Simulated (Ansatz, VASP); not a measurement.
**One calculation of Se, two programs**

The input INCAR:

```
  ALGO = Normal
  EDIFF = 1E-6
  ENCUT = 520
  GGA = PS
  ISIF = 2
  ISMEAR = -1
  LASPH = T
  LCHARG = F
  LREAL = F
  LWAVE = F
  NBANDS = 16
  NELM = 80
  PREC = Accurate
  SIGMA = 0.03
```

Contents of KPOINTS:

```
k-points
0
Gamma
  6 6 5
```

The input POSCAR:

```
Se
1.0
    4.2770688178      0.0000000000      0.0000000000
   -2.1385344090      3.7040502500      0.0000000000
    0.0000000000      0.0000000000      4.8524777481
Se
3
Direct
    0.2254000000      0.0000000000      0.3333333333
    0.0000000000      0.2254000000      0.6666666667
    0.7746000000      0.7746000000      0.0000000000
```

Input for Ansatz:

```yaml
crystal:
  lattice:
    - [4.2770688178, 0.0, 0.0]
    - [-2.138534409, 3.70405025, 0.0]
    - [0.0, 0.0, 4.8524777481]
  atoms:
    - { symbol: Se, position: [0.2254, 0.0, 0.3333333333] }
    - { symbol: Se, position: [0.0, 0.2254, 0.6666666667] }
    - { symbol: Se, position: [0.7746, 0.7746, 0.0] }
kpoints:
  mp_grid: { grid: [6, 6, 5] }
  band_path:
    path:
      - [0.0, 0.0, 0.0]
      - [0.5, 0.0, 0.0]
      - [0.3333333333, 0.3333333333, 0.0]
      - [0.0, 0.0, 0.0]
      - [0.0, 0.0, 0.5]
      - [0.5, 0.0, 0.5]
      - [0.3333333333, 0.3333333333, 0.5]
      - [0.0, 0.0, 0.5]
      - [0.5, 0.0, 0.5]
    npoints: 5
scf:
  occupations: { method: fermi_dirac, width: 0.03 }
hamiltonian:
  xc: pbesol
  pseudopotentials: { kind: all_electron, lapw: { basis_error: 0.001 } }
output:
  forces: true
  stress: true
  eigenvalues: true
```

Change from the starting cell: volume scaled by 0.94.

Alike in both runs: task single point; functional PBEsol; k mesh 6 × 6 × 5; occupations fermi-dirac, width 0.03 eV; no spin polarisation.

|  | VASP | Ansatz |
| --- | --- | --- |
| version | VASP 6.6.1 | Ansatz 0.2.0 |
| potentials or method | VASP PAW PBE potentials, release 64 (Se), cutoff 520 eV | all-electron LAPW, scalar-relativistic |

|  | VASP | Ansatz | Ansatz less VASP |
| --- | --- | --- | --- |
| gap on the k mesh at the Fermi level (eV) | 1.19 | 1.19 | +0.009 |
| pressure (GPa) | 4.5 | 4.2 | -0.27 |
| traceless stress, the component that is largest in VASP (GPa) | 2.64 | 2.53 | -0.109 |
| rms of the force components (eV/Å) | 0.601 | 0.563 | -0.0380 |

VASP's potentials were made for PBE, not for PBEsol. Atom by atom the forces differ by 0.038 eV/Å (rms over components). Ansatz ran all-electron here, and VASP with PAW potentials.
